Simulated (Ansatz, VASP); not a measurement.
Ti in VASP and in Ansatz

```
CELL_PARAMETERS angstrom
-1.64100 1.64100 1.64100
1.64100 -1.64100 1.64100
1.64100 1.64100 -1.64100
ATOMIC_POSITIONS crystal
Ti 0.00000 0.00000 0.00000
```

Alike in both runs: task relaxation of cell and atoms; functional PBEsol; dispersion D4; k mesh 11 × 11 × 11; occupations fermi-dirac, width 0.05 eV; no spin polarisation.

```csv
,VASP,Ansatz
version,VASP 6.6.1,Ansatz 0.2.0
potentials or method,"VASP PAW PBE potentials, release 64 (Ti_sv), cutoff 600 eV","all-electron LAPW, scalar-relativistic"
```

```csv
,VASP,Ansatz,Ansatz less VASP
relaxed volume (Å³/atom),16.31,16.35,+0.042
relaxed cell length with the largest relative difference (Å),2.767,2.770,+0.0024
```

VASP's potentials were made for PBE, not for PBEsol. Ansatz ran all-electron here, and VASP with PAW potentials.
